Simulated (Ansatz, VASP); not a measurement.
# BiAs: VASP beside Ansatz

```
As Bi
1.0
     0.00000    3.35315    3.35315
     3.35315    0.00000    3.35315
     3.35315    3.35315    0.00000
As Bi
1 1
Direct
  0.00000 0.00000 0.00000
  0.25000 0.25000 0.25000
```

Alike in both runs: task single point; functional PBE; k mesh 3 × 3 × 3; occupations fermi-dirac, width 0.05 eV; no spin polarisation.

```csv
,VASP,Ansatz
version,VASP 6.6.1,Ansatz 0.2.0
potentials or method,"VASP PAW PBE potentials, release 64 (As, Bi_d), cutoff 520 eV","all-electron LAPW, scalar-relativistic"
```

|  | VASP | Ansatz | Ansatz less VASP |
| --- | --- | --- | --- |
| pressure (GPa) | -1.2 | -1.2 | +0.02 |

Ansatz ran all-electron here, and VASP with PAW potentials.

The k mesh is coarse, so the values compare programs but aren't converged. Spin-orbit coupling is off throughout.
